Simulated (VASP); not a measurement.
Runs of VASP 6.6.1 on Mo. The structure is that of space group Im-3m (No. 229), or close to it. The cells are those of the table. 

```tsv
cell	gap on the mesh (eV)	pressure (GPa)
a = 3.182, b = 3.182, c = 3.024 Å, 2 atoms	none	(b)
a = 3.121, b = 3.121, c = 3.276 Å, 2 atoms	none	(a)
a = 3.185, b = 3.185, c = 3.024 Å, 2 atoms	none	7.2
a = 3.136, b = 3.136, c = 3.213 Å, 2 atoms	none	-1.5
a = 3.166, b = 3.166, c = 3.087 Å, 2 atoms	none	4.2
a = 3.167, b = 3.167, c = 3.087 Å, 2 atoms	none	4.1
a = 3.339 Å, 2 atoms	none	-32.2
```

Alike in all rows: task single point; level r2SCAN; potentials or basis VASP PAW PBE potentials, release 64 (Mo_sv); no spin polarisation; k mesh 16 × 16 × 16; cutoff (eV) 520; smearing gaussian 0.1 eV.

Q: Fill in the values left out.

A: (a) -3.9; (b) 7.7.

Caveats: the PAW data sets were made with another functional, which shifts forces and pressure a little.

A k mesh can miss the band edges, and the runs leave out spin-orbit coupling on Mo.

A gap of «none» marks levels without a gap at the run's occupations.
